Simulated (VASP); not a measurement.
Crystal: SiC2.

```xyz
3
Lattice="2.6798 0.0000 0.0000 -1.3399 2.3208 0.0000 0.0000 0.0000 6.5642" Properties=species:S:1:pos:R:3 pbc="T T T"
Si    0.0000    0.0000    0.0000
C     0.0000    1.5472    4.3761
C     1.3399    0.7736    2.1881
```

```yaml
Program: VASP 6.6.1
Task: relaxation of cell and atoms
Functional: PBE
Potentials_or_basis: VASP PAW PBE potentials, release 64 (Si, C)
Cutoff: 600 eV
k_mesh: 6 × 6 × 4
Occupations: gaussian, width 0.1 eV
Spin: no spin polarisation
```

At the start: pressure -20.3 GPa; volume 13.61 Å³/atom.

Question: How do energy, volume and symmetry change on relaxing?

Answer: Over 84 steps the energy falls by 3328.5 meV/atom and the volume is 14.33 Å³/atom (+5.3 %); space group P6/mmm (No. 191, to 0.05 Å).

The path:
```
step  energy change (eV)  largest force (eV/Å)  pressure (GPa)  volume (Å³)
   1              0.0000                0.1816          -20.30        40.82
   4             -0.1588                1.3241          102.88        19.04
   7              2.8094                6.7290          368.32        14.31
  10             -3.5535                3.4961           70.10        19.97
  13             -3.9783                2.9691          102.59        18.92
  16             -5.3377                0.4775          -12.87        26.25
  19             -5.4814                0.4233            4.51        24.01
  22             -5.5221                0.5182           -4.29        24.89
  25             -5.5439                0.1770           -1.09        24.52
  28             -5.5529                0.3099            1.49        24.19
  31             -5.5993                0.0435           11.66        23.19
  34             -6.2321                0.1303           74.94        20.60
  37             -6.2136                0.2490           83.28        20.37
  40             -6.2179                0.2087           84.39        20.33
  43             -6.2422                0.3197           98.19        20.01
  46             -6.2691                0.2987           96.00        20.08
  49             -6.4651                0.1519          101.45        20.14
  52             -6.6865                0.0201          109.68        20.21
  55             -7.9285                1.6038           46.18        23.05
  58             -8.2432                2.9548           13.16        25.57
  61             -8.8007                0.3383           -3.06        27.98
  64             -9.2926                2.0477           11.19        29.58
  67             -9.9192                0.8812           -0.64        38.06
  70             -9.9575                0.2587            0.61        38.79
  73             -9.9629                0.0885            1.93        38.97
  76             -9.9719                0.2188           -0.23        40.27
  79             -9.9806                0.2214           -0.50        41.79
  82             -9.9853                0.0465            0.21        42.84
  84             -9.9854                0.0159           -0.12        42.98
```

Final structure:
```xyz
3
Lattice="2.4743 0.0000 0.0000 -1.2371 2.1428 0.0000 0.0000 0.0000 8.1058" Properties=species:S:1:pos:R:3 pbc="T T T"
Si    0.0000    0.0000    8.1058
C     0.0000    1.4285    4.0534
C     1.2371    0.7143    4.0524
```

Caveat: the k points lie up to 0.49 Å⁻¹ apart in the final cell.
